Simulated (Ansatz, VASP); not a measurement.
## One calculation of ZrC, two programs

Contents of INCAR:

```
SYSTEM = ZrC
ALGO     = Normal         ! electronic algorithm
EDIFF    = 1E-6           ! SCF threshold, eV
ENCUT    = 520            ! plane-wave cutoff, eV
GGA      = PS             ! functional
ISIF     = 2              ! what is computed and relaxed
ISMEAR   = -1             ! smearing method
LASPH    = .TRUE.         ! aspherical terms in the spheres
LCHARG   = .FALSE.        ! write CHGCAR
LREAL    = .FALSE.        ! projectors in reciprocal space
LWAVE    = .FALSE.        ! write WAVECAR
NBANDS   = 15             ! bands
NELM     = 80             ! most SCF steps
PREC     = Accurate       ! precision mode
SIGMA    = 0.05           ! smearing width, eV
```

File KPOINTS:

```
k-points
0
G
  15 15 15
  0 0 0
```

File POSCAR:

```
ZrC
1.0
    0.0000000000      2.3502100000      2.3972142000
    2.3502100000      0.0000000000      2.3972142000
    2.3502100000      2.3502100000      0.0000000000
Zr C
1 1
Direct
    0.5000000000      0.5000000000      0.5000000000
    0.0000000000      0.0000000000      0.0000000000
```

Input for Ansatz:

```yaml
crystal:
  lattice:
    - [0.0, 2.35021, 2.3972142]
    - [2.35021, 0.0, 2.3972142]
    - [2.35021, 2.35021, 0.0]
  atoms:
    - { symbol: Zr, position: [0.5, 0.5, 0.5] }
    - { symbol: C, position: [0.0, 0.0, 0.0] }
kpoints:
  mp_grid: { grid: [15, 15, 15] }
  band_path:
    path:
      - [0.0, 0.0, 0.0]
      - [0.0, 0.5, 0.5]
      - [0.25, 0.75, 0.5]
      - [0.0, 0.5, 0.0]
      - [0.0, 0.0, 0.0]
      - [0.5, 0.5, 0.0]
      - [0.3701460977, 0.6298539023, 0.0]
      - [-0.3701460977, 0.3701460977, 0.0]
      - [0.0, 0.0, 0.0]
    npoints: 5
scf:
  occupations: { method: fermi_dirac, width: 0.05 }
hamiltonian:
  xc: pbesol
  pseudopotentials: { kind: all_electron, lapw: { basis_error: 0.0005 } }
output:
  forces: true
  stress: true
  eigenvalues: true
```

Change from the starting cell: zz strain of +2 %.

Alike in both runs: task single point; functional PBEsol; k mesh 15 × 15 × 15; occupations fermi-dirac, width 0.05 eV; no spin polarisation.

|  | VASP | Ansatz |
| --- | --- | --- |
| version | VASP 6.6.1 | Ansatz 0.2.0 |
| potentials or method | VASP PAW PBE potentials, release 64 (Zr_sv, C), cutoff 520 eV | all-electron LAPW, scalar-relativistic |

```csv
,VASP,Ansatz,Ansatz less VASP
pressure (GPa),-8.2,-8.5,-0.28
"traceless stress, the component that is largest in VASP (GPa)",-4.18,-4.14,+0.038
```

VASP's potentials were made for PBE, not for PBEsol. Ansatz ran all-electron here, and VASP with PAW potentials.
